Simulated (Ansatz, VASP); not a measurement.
**Two plane-wave programs on ZnS**

File INCAR:

```
PREC = Accurate ; ENCUT = 520
EDIFF = 1E-6 ; ISMEAR = 0
SIGMA = 0.01 ; LREAL = F
LASPH = T ; NELM = 60
ALGO = Normal ; ISIF = 2
LWAVE = F ; LCHARG = T
GGA = PE ; LELF = T
LVHAR = T ; NBANDS = 16
```

The input KPOINTS:

```
regular mesh
0
Gamma
  10 10 10
```

POSCAR

```
ZnS
1.0
    0.0000000000      2.7211543805      2.7211543805
    2.7211543805      0.0000000000      2.7211543805
    2.7211543805      2.7211543805      0.0000000000
Zn S
1 1
Direct
    0.0000000000      0.0000000000      0.0000000000
    0.7500000000      0.7500000000      0.7500000000
```

Input for Ansatz:

```yaml
crystal:
  lattice:
    - [0.0, 2.7211543805, 2.7211543805]
    - [2.7211543805, 0.0, 2.7211543805]
    - [2.7211543805, 2.7211543805, 0.0]
  atoms:
    - { symbol: Zn, position: [0.0, 0.0, 0.0] }
    - { symbol: S, position: [0.75, 0.75, 0.75] }
basis:
  ecutwfc: 420
  xc_grid: 2
kpoints:
  mp_grid: { grid: [10, 10, 10] }
  band_path: { path: [VBM, CBM], npoints: 2 }
hamiltonian:
  xc: pbe
scf:
  occupations: { method: gaussian, width: 0.01 }
output:
  forces: true
  stress: true
  eigenvalues: true
```

Alike in both runs: task single point; functional PBE; k mesh 10 × 10 × 10; occupations gaussian, width 0.01 eV; no spin polarisation.

|  | VASP | Ansatz |
| --- | --- | --- |
| version | VASP 6.6.1 | Ansatz 0.2.0 |
| potentials or method | VASP PAW PBE potentials, release 64 (Zn, S), cutoff 520 eV | scalar-relativistic, plane waves, PAW |
| valence electrons in the cell | 18 | 18 |

|  | VASP | Ansatz | Ansatz less VASP |
| --- | --- | --- | --- |
| gap on the k mesh at the Fermi level (eV) | 2.02 | 2.02 | -0.004 |
| least direct gap on the mesh (eV) | 2.02 | 2.02 | -0.004 |
| pressure (GPa) | 0.2 | 0.0 | -0.15 |
